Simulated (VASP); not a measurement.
# RbGe4N2 (I4/mmm) in VASP: a series of runs, part 2 of 2

VASP 6.6.1. Earlier steps stand in the parts before.

## (4) Single point, PBE

This run uses another cell than the first one, of 21.67 Å³/atom, 0.979 times its volume.

The input, INCAR:

```
ALGO = Normal
EDIFF = 1E-6
ENCUT = 520
GGA = PE
ISIF = 2
ISMEAR = 0
LASPH = T
LCHARG = T
LELF = T
LREAL = F
LVHAR = T
LWAVE = F
NBANDS = 46
NELM = 100
PREC = Accurate
SIGMA = 0.1
```

The input, KPOINTS:

```
k-points
0
Gamma
  4 4 4
```

The input, POSCAR:

```
RbGe4N2
1.0
   -3.6754221031      3.6754221031      2.8077513003
    3.6754221031     -3.6754221031      2.8077513003
    3.6754221031      3.6754221031     -2.8077513003
Rb Ge N
1 4 2
Direct
    0.0000000000      0.0000000000      0.0000000000
    0.7982629110      0.5000000000      0.2982629110
    0.5000000000      0.7982629110      0.2982629110
    0.5000000000      0.2017370890      0.7017370890
    0.2017370890      0.5000000000      0.7017370890
    0.2500000000      0.7500000000      0.5000000000
    0.7500000000      0.2500000000      0.5000000000
```

Potentials or basis: VASP PAW PBE potentials, release 64 (Rb_sv, Ge_d, N).

Started as:

```console
$ cat potpaw_PBE.64/Rb_sv/POTCAR potpaw_PBE.64/Ge_d/POTCAR potpaw_PBE.64/N/POTCAR > POTCAR
$ mpirun -np 1 vasp_std > vasp.out
```

OUTCAR:

```text
EDIFF = 1E-6
   ENCUT = 520
   GGA = PE
   ISIF = 2
   ISMEAR = 0
   LASPH = T
   LREAL = F
   NELM = 100
   PREC = Accurate

 ion  position               nearest neighbor table
   1  0.000  0.000  0.000-   4 3.56   5 3.56   2 3.56   3 3.56   2 3.56   3 3.56   4 3.56   5 3.56
                             5 3.96   3 3.96   4 3.96   2 3.96   4 3.96   5 3.96   3 3.96   2 3.96
   2  0.798  0.500  0.298-   6 2.04   7 2.04   1 3.56   1 3.56   1 3.96   1 3.96
   3  0.500  0.798  0.298-   7 2.04   6 2.04   1 3.56   1 3.56   1 3.96   1 3.96
   4  0.500  0.202  0.702-   6 2.04   7 2.04   1 3.56   1 3.56   1 3.96   1 3.96
   5  0.202  0.500  0.702-   7 2.04   6 2.04   1 3.56   1 3.56   1 3.96   1 3.96
   6  0.250  0.750  0.500-   2 2.04   4 2.04   3 2.04   5 2.04
   7  0.750  0.250  0.500-   3 2.04   5 2.04   4 2.04   2 2.04

  LATTYP: Found a body centered tetragonal cell.
 ALAT       =     7.3508442062
 C/A-ratio  =     0.7639262162

  Lattice vectors:

 A1 = (  -3.6754221031,   3.6754221031,   2.8077513003)
 A2 = (   3.6754221031,  -3.6754221031,   2.8077513003)
 A3 = (   3.6754221031,   3.6754221031,  -2.8077513003)

Analysis of symmetry for initial positions (statically):
=====================================================================
 Subroutine PRICEL returns:
 Original cell was already a primitive cell.

 Routine SETGRP: Setting up the symmetry group for a
 body centered tetragonal supercell.

 Subroutine GETGRP returns: Found 16 space group operations
 (whereof 16 operations were pure point group operations)
 out of a pool of 16 trial point group operations.

The static configuration has the point symmetry D_4h.

Analysis of symmetry for dynamics (positions and initial velocities):
=====================================================================
 Subroutine PRICEL returns:
 Original cell was already a primitive cell.

 Routine SETGRP: Setting up the symmetry group for a
 body centered tetragonal supercell.

 Subroutine GETGRP returns: Found 16 space group operations
 (whereof 16 operations were pure point group operations)
 out of a pool of 16 trial point group operations.

[... 123 lines left out ...]
   GGA     = PE    functional components
   LHFCALC =     F    Hartree Fock is set to
   AEXX    =    0.0000 exact exchange contribution
   IVDW    =     0    specifies the selected vdW correction
   LEPSILON=     F    determine dielectric tensor
   LRPA    =     F    only Hartree local field effects (RPA)
 non-spin polarized calculation
 Gauss-broadening in eV      SIGMA  =   0.10
  energy-cutoff  :      520.00
  volume of cell :      151.72
 maximum number of plane-waves:      4110
 NGX is ok and might be reduce to    48
   NGX = 21   NGY = 21   NGZ = 21

 number of electron      74.9999991 magnetization

 Free energy of the ion-electron system (eV)
  ---------------------------------------------------
  ext. energy  EPLUGINS =         0.00000000
  ---------------------------------------------------
  free energy    TOTEN  =       -33.79137854 eV

  energy without entropy =      -33.78408105  energy(sigma->0) =      -33.78772980

 E-fermi :   4.3808     XC(G=0):  -9.4311

 val. band max:        4.3088897321   @ k =   0.5000   0.0000   0.0000
 cond. band min:       4.4356919932   @ k =  -0.2500   0.2500   0.2500
 fundamental gap:      0.1268022611
 Fermi energy:         4.3808190996

 k-point     1 :       0.0000    0.0000    0.0000
  band No.  band energies     occupation
      1     -23.8854      2.00000
      2     -20.8421      2.00000
      3     -20.8091      2.00000
      4     -20.7714      2.00000
      5     -20.7696      2.00000
      6     -20.7696      2.00000
[... 626 lines left out ...]
     45       8.6884      0.00000
     46       8.6950      0.00000

------------------------ aborting loop because EDIFF is reached ----------------------------------------

  FORCE on cell =-STRESS in cart. coord.  units (eV):
  Direction    XX          YY          ZZ          XY          YZ          ZX
  --------------------------------------------------------------------------------------
  -------------------------------------------------------------------------------------
  Total        0.3110520      0.3110520     -0.0658328      0.0000000     -0.0000000      0.0000000
  in kB        3.2848119      3.2848119     -0.6952166      0.0000000     -0.0000000      0.0000000
  external PRESSURE =       1.9581357 kB  Pullay stress =       0.0000000 kB

 VOLUME and BASIS-vectors are now :
 -----------------------------------------------------------------------------
  energy-cutoff  :      520.00
  volume of cell :      151.72
      direct lattice vectors                 reciprocal lattice vectors
    -3.675422103  3.675422103  2.807751300     0.000000000  0.136038797  0.178078450
     3.675422103 -3.675422103  2.807751300     0.136038797  0.000000000  0.178078450
     3.675422103  3.675422103 -2.807751300     0.136038797  0.136038797  0.000000000

 POSITION                                       TOTAL-FORCE (eV/Angst)
 -----------------------------------------------------------------------------------
      0.00000      0.00000      0.00000         0.000000     -0.000000     -0.000000
     -0.00000      2.19248      2.80775         0.000000     -0.036538     -0.000000
      2.19248     -0.00000      2.80775        -0.036538     -0.000000     -0.000000
      1.48294      3.67542      0.00000         0.036538     -0.000000      0.000000
      3.67542      1.48294      0.00000        -0.000000      0.036538      0.000000
      3.67542      0.00000      1.40388         0.000000     -0.000000      0.000000
      0.00000      3.67542      1.40388         0.000000     -0.000000      0.000000
 -----------------------------------------------------------------------------------
    total drift:                                0.000000      0.000000     -0.000000

  FREE ENERGIE OF THE ION-ELECTRON SYSTEM (eV)
  ---------------------------------------------------
  free  energy   TOTEN  =       -33.7913785419 eV

  energy  without entropy=      -33.7840810544  energy(sigma->0) =      -33.78772980
```

OSZICAR:

```text
N       E                     dE             d eps       ncg     rms          rms(c)
DAV:   1     0.926270241007E+03    0.92627E+03   -0.34862E+04  1488   0.375E+03
DAV:   2     0.155542689419E+03   -0.77073E+03   -0.74117E+03  1196   0.103E+03
DAV:   3    -0.203038904633E+02   -0.17585E+03   -0.17063E+03  1356   0.247E+02
DAV:   4    -0.372057931807E+02   -0.16902E+02   -0.16643E+02  1616   0.828E+01
DAV:   5    -0.378775859696E+02   -0.67179E+00   -0.66861E+00  1596   0.158E+01    0.117E+01
DAV:   6    -0.338604852913E+02    0.40171E+01   -0.19659E+01  1740   0.237E+01    0.542E+00
DAV:   7    -0.338725188380E+02   -0.12034E-01   -0.39315E+00  1274   0.750E+00    0.342E+00
DAV:   8    -0.338314383044E+02    0.41081E-01   -0.98756E-01  1844   0.455E+00    0.133E+00
DAV:   9    -0.337921163249E+02    0.39322E-01   -0.22692E-01  1772   0.243E+00    0.457E-01
DAV:  10    -0.337912376639E+02    0.87866E-03   -0.30789E-02  1518   0.986E-01    0.152E-01
DAV:  11    -0.337916603471E+02   -0.42268E-03   -0.49506E-03  1456   0.329E-01    0.146E-01
DAV:  12    -0.337913973245E+02    0.26302E-03   -0.24808E-03  1880   0.209E-01    0.454E-02
DAV:  13    -0.337913756984E+02    0.21626E-04   -0.44007E-04  1570   0.123E-01    0.153E-02
DAV:  14    -0.337913785096E+02   -0.28112E-05   -0.27560E-05  1280   0.244E-02    0.572E-03
DAV:  15    -0.337913785419E+02   -0.32258E-07   -0.39769E-06  1276   0.113E-02
   1 F= -.33791379E+02 E0= -.33787730E+02  d E =-.729749E-02
```

Run time: 69 s. Hardware: 1 thread of Intel Xeon 6975P-C (Granite Rapids), shared host; peak memory 0.35 GiB.

Results:

* Free energy: -33.7914 eV
* Pressure: 0.2 GPa
* Largest force: 0.037 eV/Å

Forces in eV/Å, atoms in the order of the input:
```
Rb   0.000  0.000  0.000
Ge   0.000 -0.037  0.000
Ge  -0.037  0.000  0.000
Ge   0.037  0.000  0.000
Ge   0.000  0.037  0.000
N    0.000  0.000  0.000
N    0.000  0.000  0.000
```

## (5) Relaxation of cell and atoms, PBE

This run uses another cell than the first one, of 17.98 Å³/atom, 0.812 times its volume.

The input, INCAR:

```
  ALGO = Normal
  EDIFF = 1E-6
  EDIFFG = -0.04
  ENCUT = 600
  GGA = PE
  IBRION = 2
  ISIF = 3
  ISMEAR = 0
  LASPH = T
  LCHARG = F
  LREAL = F
  LWAVE = F
  NELM = 100
  NSW = 90
  PREC = Accurate
  SIGMA = 0.1
```

KPOINTS is that of step 4.

The input, POSCAR:

```
RbGe4N2
1.0
   -3.2909314200      3.2909314200      2.9047051000
    3.2909314200     -3.2909314200      2.9047051000
    3.2909314200      3.2909314200     -2.9047051000
Rb Ge N
1 4 2
Direct
    0.0000000000      0.0000000000      0.0000000000
    0.7428534000      0.5000000000      0.2428534000
    0.5000000000      0.7428534000      0.2428534000
    0.5000000000      0.2571466000      0.7571466000
    0.2571466000      0.5000000000      0.7571466000
    0.2500000000      0.7500000000      0.5000000000
    0.7500000000      0.2500000000      0.5000000000
```

Started as:

```console
$ cat potpaw_PBE.64/Rb_sv/POTCAR potpaw_PBE.64/Ge_d/POTCAR potpaw_PBE.64/N/POTCAR > POTCAR
$ mpirun -np 1 vasp_std > vasp.out
```

Wall time 8.6 min (1 thread of Intel Xeon 6975P-C (Granite Rapids), shared host); peak memory 0.38 GiB.

The run converged. Its results:

| Item | Value |
| --- | --- |
| Free energy | -33.7850 eV |
| Relaxed volume | 21.80 Å³/atom |
| Relaxed cell | a = 5.925 Å, b = 5.925 Å, c = 5.925 Å, α = 102.86°, β = 102.86°, γ = 123.71° |
| Space group after relaxing (to 0.05 Å) | I4/mmm (No. 139) |
| Energy gained by relaxing | 388.8 meV/atom |
| Ionic steps | 11 |
| Pressure after relaxing | 0.0 GPa |
| Largest force after relaxing | 0.027 eV/Å |

Forces on the atoms (eV/Å):
```
Rb   0.000  0.000  0.000
Ge   0.000  0.027  0.000
Ge   0.027  0.000  0.000
Ge  -0.027  0.000  0.000
Ge   0.000 -0.027  0.000
N    0.000  0.000  0.000
N    0.000  0.000  0.000
```

Stress tensor (GPa, compression positive):
```
-0.11  0.00  0.00
 0.00 -0.11  0.00
 0.00  0.00  0.13
```

Step by step:
```csv
step,energy change (eV),largest force (eV/Å),pressure (GPa),volume (Å³)
1,0.0000,4.9638,6.49,125.83
2,-2.4089,0.6489,0.20,139.56
3,-2.4784,0.2111,0.01,141.67
4,-2.4642,0.4418,0.57,145.95
5,-2.4923,0.1183,0.02,143.67
6,-2.4928,0.0621,0.02,143.29
7,-2.6024,0.1250,0.30,143.63
8,-2.6561,0.3625,0.85,143.85
9,-2.6954,0.2419,0.47,147.02
10,-2.7218,0.0418,0.02,152.20
11,-2.7218,0.0273,-0.03,152.60
```

Final structure:
```
CELL_PARAMETERS angstrom
-3.69436 3.69436 2.79525
3.69436 -3.69436 2.79525
3.69436 3.69436 -2.79525
ATOMIC_POSITIONS crystal
Rb 0.00000 0.00000 0.00000
Ge 0.79850 0.50000 0.29850
Ge 0.50000 0.79850 0.29850
Ge 0.50000 0.20150 0.70150
Ge 0.20150 0.50000 0.70150
N 0.25000 0.75000 0.50000
N 0.75000 0.25000 0.50000
```

Levels at points of the mesh, in eV from the Fermi level:
```tsv
k point	band 36	band 37	band 38	band 39	band 40	band 41
(0.00, 0.00, 0.00)	-3.06	-2.03	0.53	1.75	1.75	1.76
(0.50, 0.00, 0.00)	-1.35	-1.17	-0.08	0.73	1.06	1.15
(0.50, 0.50, 0.00)	-1.79	-1.42	-0.22	0.27	1.65	1.99
(0.50, 0.50, 0.50)	-2.36	-0.45	-0.45	-0.34	-0.14	1.99
```

Caveat: the k points lie up to 0.35 Å⁻¹ apart in the final cell; the volume moved by over 15 % at a fixed basis, so the end points are rough.

## (6) Summary

```csv
task,cell,k mesh,cutoff (eV),gap on the mesh (eV),pressure (GPa),largest force (eV/Å)
single point,"a = 5.962 Å, angles 102.7, 102.7, 124.1°, 7 atoms",8 × 8 × 8,520,none,0.1,0.01
single point,"a = 5.486 Å, angles 106.3, 106.3, 116.1°, 7 atoms",4 × 4 × 4,520,none,6.5,4.96
single point,"a = 5.908 Å, angles 103.1, 103.1, 123.2°, 7 atoms",4 × 4 × 4,520,none,0.2,0.04
relaxation of cell and atoms,"relaxed from a = 5.486 Å, angles 106.3, 106.3, 116.1°, 7 atoms",4 × 4 × 4,600,none,0.0,0.03
```

Alike in all rows: level PBE; potentials or basis VASP PAW PBE potentials, release 64 (Rb_sv, Ge_d, N); no spin polarisation; smearing gaussian 0.1 eV.

Caveats: some runs use coarse meshes; forces of over 1 eV/Å act on the atoms, so gaps and moduli don't describe the material at rest (some runs); the volume moved by over 15 % at a fixed basis, so the end points are rough (some runs).

Absolute energies hang on the potentials; compare differences alone.
